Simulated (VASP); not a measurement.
# CdF2 (Fm-3m) in VASP: notebook

Runs on CdF2. Level: PBEsol. Tasks: single point.

All numbers are computed with VASP 6.6.1; they aren't measurements. Logs are shortened: lines on timing, memory, paths and dates and some standing lists are left out, and cuts for length are marked.

**1. The cell of the first run**

Symmetry: Fm-3m, No. 225, cubic system. The conventional cell has a = 5.352 Å, b = 5.352 Å, c = 5.352 Å, α = 90.00°, β = 90.00°, γ = 90.00°. Cd (site symmetry m-3m) has 8 F at 2.32 Å within 3.1 Å. F (site symmetry -43m) has 4 Cd at 2.32 Å and 6 F at 2.68 Å within 3.1 Å.

**2. Single point, PBEsol**

Input file INCAR:

```
PREC = Accurate
ENCUT = 700
EDIFF = 1E-6
ISMEAR = 0
SIGMA = 0.01
LREAL = False
LASPH = True
NELM = 120
ALGO = Normal
ISIF = 2
LWAVE = False
LCHARG = False
GGA = PS
NBANDS = 24
GGA_COMPAT = False
```

Input file KPOINTS:

```
regular mesh
0
Gamma
  6 6 6
```

Input file POSCAR:

```
CdF2
1.0
    0.0000000000      2.6761624793      2.6761624793
    2.6761624793      0.0000000000      2.6761624793
    2.6761624793      2.6761624793      0.0000000000
Cd F
1 2
Direct
    0.0000000000      0.0000000000      0.0000000000
    0.2500000000      0.2500000000      0.2500000000
    0.7500000000      0.7500000000      0.7500000000
```

Potentials or basis: VASP PAW PBE potentials, release 64 (Cd_sv_GW, F).

On the command line:

```
> cat potpaw_PBE.64/Cd_sv_GW/POTCAR potpaw_PBE.64/F/POTCAR > POTCAR
> mpirun -np 1 vasp_std > vasp.out
```

OUTCAR:

```text
PREC = Accurate
   ENCUT = 700
   EDIFF = 1E-6
   ISMEAR = 0
   LREAL = False
   LASPH = True
   NELM = 120
   ISIF = 2
   GGA = PS

 ion  position               nearest neighbor table
   1  0.000  0.000  0.000-
   2  0.250  0.250  0.250-
   3  0.750  0.750  0.750-

  LATTYP: Found a face centered cubic cell.
 ALAT       =     5.3523249586

  Lattice vectors:

 A1 = (   0.0000000000,   2.6761624793,   2.6761624793)
 A2 = (   2.6761624793,   0.0000000000,   2.6761624793)
 A3 = (   2.6761624793,   2.6761624793,   0.0000000000)

Analysis of symmetry for initial positions (statically):
=====================================================================
 Subroutine PRICEL returns:
 Original cell was already a primitive cell.

 Routine SETGRP: Setting up the symmetry group for a
 face centered cubic supercell.

 Subroutine GETGRP returns: Found 48 space group operations
 (whereof 48 operations were pure point group operations)
 out of a pool of 48 trial point group operations.

The static configuration has the point symmetry O_h .

Analysis of symmetry for dynamics (positions and initial velocities):
=====================================================================
 Subroutine PRICEL returns:
 Original cell was already a primitive cell.

 Routine SETGRP: Setting up the symmetry group for a
 face centered cubic supercell.

 Subroutine GETGRP returns: Found 48 space group operations
 (whereof 48 operations were pure point group operations)
 out of a pool of 48 trial point group operations.

The dynamic configuration has the point symmetry O_h .

 Subroutine INISYM returns: Found 48 space group operations
 (whereof 48 operations are pure point group operations),
 and found     1 'primitive' translations

----------------------------------------------------------------------------------------

                                     Primitive cell

  volume of cell :      38.3325

  direct lattice vectors                    reciprocal lattice vectors
     0.000000000  2.676162479  2.676162479    -0.186834695  0.186834695  0.186834695
     2.676162479  0.000000000  2.676162479     0.186834695 -0.186834695  0.186834695
     2.676162479  2.676162479  0.000000000     0.186834695  0.186834695 -0.186834695

  length of vectors
[... 64 lines left out ...]
   NGXF,Y,Z  is equivalent  to a cutoff of  31.63, 31.63, 31.63 a.u.
 SYSTEM =  unknown system
   PREC   = accura    normal or accurate (medium, high low for compatibility)
   ISTART =      0    job   : 0-new  1-cont  2-samecut
   ICHARG =      2    charge: 1-file 2-atom 10-const
   ISPIN  =      1    spin polarized calculation?
   LNONCOLLINEAR =      F non collinear calculations
   LSORBIT =      F    spin-orbit coupling
   LASPH  =      T    aspherical Exc in radial PAW
   ENCUT  =  700.0 eV  51.45 Ry    7.17 a.u.   8.16  8.16  8.16*2*pi/ulx,y,z
   NELM   =    120;   NELMIN=  2; NELMDL= -5     # of ELM steps
   EDIFF  = 0.1E-05   stopping-criterion for ELM
   LREAL  =      F    real-space projection
[... 7 lines left out ...]
   TEBEG  =    0.0;   TEEND  =   0.0 temperature during run
   PSTRESS=    0.0 pullay stress
   NELECT =      34.0000    total number of electrons
   NUPDOWN=      -1.0000    fix difference up-down
   EMIN   =  10.00;   EMAX   =-10.00  energy-range for DOS
   EFERMI =   0.00;   METHOD = LEGACY
   ISMEAR =     0;   SIGMA  =   0.01  broadening in eV -4-tet -1-fermi 0-gaus
   EFERMI_NEDOS =   21; number of points for ismear=-14 and -15
   IALGO  =     38    algorithm
   IMIX   =      4    mixing-type and parameters
     AMIX     =   0.40;   BMIX     =  1.00
     AMIX_MAG =   1.60;   BMIX_MAG =  1.00
  volume/ion in A,a.u.               =      12.78        86.23
  Fermi-wavevector in a.u.,A,eV,Ry     =   1.572939  2.972424 33.662696  2.474138
  Thomas-Fermi vector in A             =   2.674299
   LORBIT       =      0    0 simple, 1 ext, 2 COOP (PROOUT), +10 PAW based schemes
   GGA     = PS    functional components
   LHFCALC =     F    Hartree Fock is set to
   AEXX    =    0.0000 exact exchange contribution
   IVDW    =     0    specifies the selected vdW correction
   LEPSILON=     F    determine dielectric tensor
   LRPA    =     F    only Hartree local field effects (RPA)
 non-spin polarized calculation
 Gauss-broadening in eV      SIGMA  =   0.01
  energy-cutoff  :      700.00
  volume of cell :       38.33
 maximum number of plane-waves:      1639
 NGX is ok and might be reduce to    36
   NGX = 17   NGY = 17   NGZ = 17

 number of electron      33.9999997 magnetization

 Free energy of the ion-electron system (eV)
  ---------------------------------------------------
  ext. energy  EPLUGINS =         0.00000000
  ---------------------------------------------------
  free energy    TOTEN  =       -11.71451663 eV

  energy without entropy =      -11.71451663  energy(sigma->0) =      -11.71451663

 E-fermi :   0.7312     XC(G=0): -10.9721

 val. band max:        0.6811811176   @ k =  -0.3333   0.5000   0.1667
 cond. band min:       3.6942886870   @ k =   0.0000   0.0000   0.0000
 fundamental gap:      3.0131075694
 Fermi energy:         0.7311644799

 k-point     1 :       0.0000    0.0000    0.0000
  band No.  band energies     occupation
      1     -97.5543      2.00000
      2     -58.6809      2.00000
      3     -58.6809      2.00000
      4     -58.6809      2.00000
      5     -20.1232      2.00000
      6     -18.9354      2.00000
[... 421 lines left out ...]
     23      20.8343      0.00000
     24      21.2251      0.00000

------------------------ aborting loop because EDIFF is reached ----------------------------------------

  FORCE on cell =-STRESS in cart. coord.  units (eV):
  Direction    XX          YY          ZZ          XY          YZ          ZX
  --------------------------------------------------------------------------------------
  -------------------------------------------------------------------------------------
  Total        0.3896835      0.3896835      0.3896835     -0.0000000     -0.0000000      0.0000000
  in kB       16.2875265     16.2875265     16.2875265     -0.0000000     -0.0000000      0.0000000
  external PRESSURE =      16.2875265 kB  Pullay stress =       0.0000000 kB

 VOLUME and BASIS-vectors are now :
 -----------------------------------------------------------------------------
  energy-cutoff  :      700.00
  volume of cell :       38.33
      direct lattice vectors                 reciprocal lattice vectors
     0.000000000  2.676162479  2.676162479    -0.186834695  0.186834695  0.186834695
     2.676162479  0.000000000  2.676162479     0.186834695 -0.186834695  0.186834695
     2.676162479  2.676162479  0.000000000     0.186834695  0.186834695 -0.186834695

 POSITION                                       TOTAL-FORCE (eV/Angst)
 -----------------------------------------------------------------------------------
      0.00000      0.00000      0.00000         0.000000      0.000000      0.000000
      1.33808      1.33808      1.33808         0.000000      0.000000      0.000000
      4.01424      4.01424      4.01424        -0.000000     -0.000000     -0.000000
 -----------------------------------------------------------------------------------
    total drift:                               -0.000000      0.000000      0.000000

  FREE ENERGIE OF THE ION-ELECTRON SYSTEM (eV)
  ---------------------------------------------------
  free  energy   TOTEN  =       -11.7145166315 eV

  energy  without entropy=      -11.7145166315  energy(sigma->0) =      -11.71451663
```

stdout:

```text
POSCAR found type information on POSCAR CdF
 POSCAR found :  2 types and       3 ions
 scaLAPACK will be used
 -----------------------------------------------------------------------------
|                                                                             |
|                                                                             |
|     You enforced a specific xc type in the INCAR file but a different       |
|     I HOPE YOU KNOW WHAT YOU ARE DOING!                                     |
|                                                                             |
 -----------------------------------------------------------------------------

 LDA part: xc-table for (Slater+PW92), standard interpolation
 POSCAR, INCAR and KPOINTS ok, starting setup
 FFT: planning ... GRIDC
 FFT: planning ... GRID_SOFT
 FFT: planning ... GRID
 WAVECAR not read
 entering main loop
```

Wall time 38 s (1 thread of Intel Xeon Platinum 8375C at 2.90GHz (Ice Lake), shared host); peak memory 0.21 GiB.

Results:

```yaml
Free_energy: -11.7145 eV
Pressure: 1.6 GPa
Band_gap_on_the_k_mesh: 3.01 eV (least direct gap 3.46 eV)
```

Caveat: the PAW data sets were made with another functional, which shifts forces and pressure a little. A k mesh can miss the band edges.

**3. Single point, PBEsol**

This run uses another cell than the first one, of 11.69 Å³/atom.

Input file INCAR:

```
SYSTEM = CdF2
PREC = Accurate
ENCUT = 700
EDIFF = 1E-6
ISMEAR = 0
SIGMA = 0.01
LREAL = .FALSE.
LASPH = .TRUE.
NELM = 120
ALGO = Normal
ISIF = 2
LWAVE = .FALSE.
LCHARG = .FALSE.
GGA = PS
NBANDS = 24
GGA_COMPAT = .FALSE.
```

Input file KPOINTS:

```
regular mesh
0
G
  6 6 6
  0 0 0
```

Input file POSCAR:

```
CdF2
1.0
    0.0000000000      2.5977710088      2.5977710088
    2.5977710088      0.0000000000      2.5977710088
    2.5977710088      2.5977710088      0.0000000000
Cd F
1 2
Direct
    0.0000000000      0.0000000000      0.0000000000
    0.2500000000      0.2500000000      0.2500000000
    0.7500000000      0.7500000000      0.7500000000
```

Potentials or basis: VASP PAW PBE potentials, release 64 (Cd_sv_GW, F).

On the command line:

```
> cat potpaw_PBE.64/Cd_sv_GW/POTCAR potpaw_PBE.64/F/POTCAR > POTCAR
> mpirun -np 1 vasp_std > vasp.out
```

Run time: 11 s. Hardware: 1 thread of AMD EPYC 9R45 (Zen 5), shared host; peak memory 0.16 GiB.

It converged, with:

* Free energy: -11.5493 eV
* Pressure: 14.6 GPa
* Band gap on the k mesh: 3.33 eV (least direct gap 3.63 eV)

Levels at points of the mesh, in eV from the valence-band top:
```tsv
k point	band 14	band 15	band 16	band 17	band 18	band 19	band 20	band 21
(0.00, 0.00, 0.00)	-1.30	-0.31	-0.31	-0.31	3.33	12.99	12.99	12.99
(0.50, 0.00, 0.00)	-2.33	-2.33	-0.28	-0.28	7.93	9.29	15.31	15.31
(0.50, 0.50, 0.00)	-3.18	-0.75	-0.08	-0.08	8.81	10.11	11.90	15.10
```

Caveat: the cell stands under pressure; the PAW data sets were made with another functional, which shifts forces and pressure a little. A k mesh can miss the band edges.

**4. Single point, PBEsol**

This run uses another cell than the first one, of 12.89 Å³/atom.

Input file INCAR:

```
PREC = Accurate
ENCUT = 700
EDIFF = 1E-6
ISMEAR = 0
SIGMA = 0.01
LREAL = F
LASPH = T
NELM = 120
ALGO = Normal
ISIF = 2
LWAVE = F
LCHARG = F
GGA = PS
NBANDS = 24
GGA_COMPAT = F
```

Input file KPOINTS:

```
Automatic mesh
0
Gamma
  6 6 6
```

Input file POSCAR:

```
CdF2
1.0
    0.0000000000      2.6838709449      2.6838709449
    2.6838709449      0.0000000000      2.6838709449
    2.6838709449      2.6838709449      0.0000000000
Cd F
1 2
Direct
    0.0000000000      0.0000000000      0.0000000000
    0.2500000000      0.2500000000      0.2500000000
    0.7500000000      0.7500000000      0.7500000000
```

On the command line:

```
> cat potpaw_PBE.64/Cd_sv_GW/POTCAR potpaw_PBE.64/F/POTCAR > POTCAR
> mpirun -np 1 vasp_std > vasp.out
```

It took 51 s on 1 thread of Intel Xeon Platinum 8375C at 2.90GHz (Ice Lake), shared host; peak memory 0.21 GiB.

The run converged. Its results:

| Item | Value |
| --- | --- |
| Free energy | -11.7179 eV |
| Pressure | 0.6 GPa |
| Band gap on the k mesh | 2.98 eV (least direct gap 3.44 eV) |

Levels at points of the mesh, in eV from the valence-band top:
```tsv
k point	band 14	band 15	band 16	band 17	band 18	band 19	band 20	band 21
(0.00, 0.00, 0.00)	-1.01	-0.46	-0.46	-0.46	2.98	12.58	12.58	12.58
(0.50, 0.00, 0.00)	-1.90	-1.90	-0.36	-0.36	7.18	9.02	14.45	14.45
(0.50, 0.50, 0.00)	-3.05	-0.53	-0.07	-0.07	8.01	9.57	11.74	14.23
```

Caveat: the PAW data sets were made with another functional, which shifts forces and pressure a little. A k mesh can miss the band edges.

**5. The runs side by side**

| cell | gap on the mesh (eV) | pressure (GPa) |
| --- | --- | --- |
| a = 3.785 Å, angles 60.0°, 3 atoms | 3.01 | 1.6 |
| a = 3.674 Å, angles 60.0°, 3 atoms | 3.33 | 14.6 |
| a = 3.796 Å, angles 60.0°, 3 atoms | 2.98 | 0.6 |

Alike in all rows: task single point; level PBEsol; potentials or basis VASP PAW PBE potentials, release 64 (Cd_sv_GW, F); no spin polarisation; k mesh 6 × 6 × 6; cutoff (eV) 700; smearing gaussian 0.01 eV.

Caveats: the PAW data sets were made with another functional, which shifts forces and pressure a little; the cell stands under pressure (at least some runs).

Total energies depend on the potentials used, so only differences within one code and one set of settings carry meaning.
